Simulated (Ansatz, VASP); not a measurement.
# One calculation of Nb, two programs

```
Nb
1.0
    -1.71814    1.71814    1.71814
     1.71814   -1.71814    1.71814
     1.71814    1.71814   -1.71814
Nb
1
Direct
  0.00000 0.00000 0.00000
```

Alike in both runs: task single point; functional BLYP; k mesh 22 × 22 × 22; occupations fermi-dirac, width 0.05 eV; collinear spin.

|  | VASP | Ansatz |
| --- | --- | --- |
| version | VASP 6.6.1 | Ansatz 0.2.0 |
| potentials or method | VASP PAW PBE potentials, release 64 (Nb_sv), cutoff 520 eV | plane waves (420 eV) with PAW, scalar-relativistic |
| valence electrons in the cell | 13 | 13 |

|  | VASP | Ansatz | Ansatz less VASP |
| --- | --- | --- | --- |
| pressure (GPa) | -10.2 | -10.1 | +0.04 |
| net moment per atom (μB) | 0.00 | 0.00 | 0.000 |

VASP's potentials were made for PBE, not for BLYP. Ansatz's warnings: seeded moment not kept.
